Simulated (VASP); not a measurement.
# Re: single point with RPBE

Crystal: Re.

```xyz
3
Lattice="4.3958 0.0000 0.0000 -2.1979 3.8069 0.0000 0.0000 0.0000 2.7549" Properties=species:S:1:pos:R:3 pbc="T T T"
Re    2.1979    3.8069    2.7549
Re    0.0000    2.5379    1.3774
Re    2.1979    1.2690    1.3774
```

This isn't the form of Re at room conditions, which is hcp.

* Program: VASP 6.6.1
* Task: single point
* Functional: RPBE
* Potentials or basis: VASP PAW PBE potentials, release 64 (Re)
* Cutoff: 520 eV
* k mesh: 9 × 9 × 13
* Occupations: fermi-dirac, width 0.1 eV
* Spin: no spin polarisation
* Dipole correction: no
* Further INCAR settings: ALGO = Normal; EDIFF = 1e-06; NBANDS = 18

```
Pressure               : -0.9 GPa
Band gap on the k mesh : zero (an odd number of electrons rules out a gap without spin polarisation)
```

Stress tensor (GPa, compression positive):
```
-0.86  0.00  0.00
 0.00 -0.86  0.00
 0.00  0.00 -1.01
```

Levels at points of the mesh, in eV from the Fermi level:
```
           k point  band 8  band 9  band 10  band 11  band 12  band 13
(0.00, 0.00, 0.00)   -1.83   -0.76    -0.76     0.04     0.04     0.10
```

Wall time 110 s on 1 thread of Intel Xeon 8259CL, with other jobs on the host, peak memory 0.21 GiB.

Caveat: the PAW data sets were made with another functional, which shifts forces and pressure a little; spin-orbit coupling is left out, which moves the levels of the heavy elements.
